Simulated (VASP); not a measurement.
Wanted: the native input for a VASP 6.6.1 run.

| Quantity | Value |
| --- | --- |
| Task | single point |
| Functional | PBE |
| Potentials or basis | VASP PAW PBE potentials, release 64 (Cs_sv, Si) |
| Cutoff | 520 eV |
| k mesh | 6 × 6 × 2 |
| Occupations | gaussian, width 0.1 eV |
| Spin | no spin polarisation |
| Dipole correction | no |
| Further INCAR settings | ALGO = Normal; EDIFF = 1e-06; NBANDS = 18 |

The structure of CsSi3 lies in POSCAR:

```
CsSi3
1.0
    4.3443835600      0.0000000000      0.0000000000
   -2.1721917800      3.7623465300      0.0000000000
    0.0000000000      0.0000000000     11.1678084500
Cs Si
1 3
Direct
    0.0000000000      0.0000000000      0.5000000000
    0.0000000000      0.0000000000      0.0000000000
    0.3333333300      0.6666666700      0.2139552200
    0.6666666700      0.3333333300      0.7860447800
```

The cell was generated, and may not be a known phase.

These files were run (other wordings do the same):

INCAR

```
SYSTEM = CsSi3
PREC = Accurate ; ENCUT = 520
EDIFF = 1E-6 ; ISMEAR = 0
SIGMA = 0.1 ; LREAL = .FALSE.
LASPH = .TRUE. ; NELM = 60
ALGO = Normal ; ISIF = 2
LWAVE = .FALSE. ; LCHARG = .TRUE.
GGA = PE ; LELF = .TRUE.
LVHAR = .TRUE. ; NBANDS = 18
```

KPOINTS

```
Automatic mesh
0
G
  6 6 2
  0 0 0
```

Potentials or basis: VASP PAW PBE potentials, release 64 (Cs_sv, Si).

The run is started by

```console
$ cat potpaw_PBE.64/Cs_sv/POTCAR potpaw_PBE.64/Si/POTCAR > POTCAR
$ mpirun -np 1 vasp_std > vasp.out
```

Results of the run:

* Pressure: -6.3 GPa
* Largest force: 1.073 eV/Å
* Band gap on the k mesh: zero (an odd number of electrons rules out a gap without spin polarisation)

Caveat: the cell stands under tension; spin-orbit coupling is left out, which moves the levels of the heavy elements; forces of over 1 eV/Å act on the atoms, so gaps and moduli don't describe the material at rest.

It took 40 s on 1 thread of Oxide Virtual Turin-like Processor (shared host), peak memory 0.25 GiB.
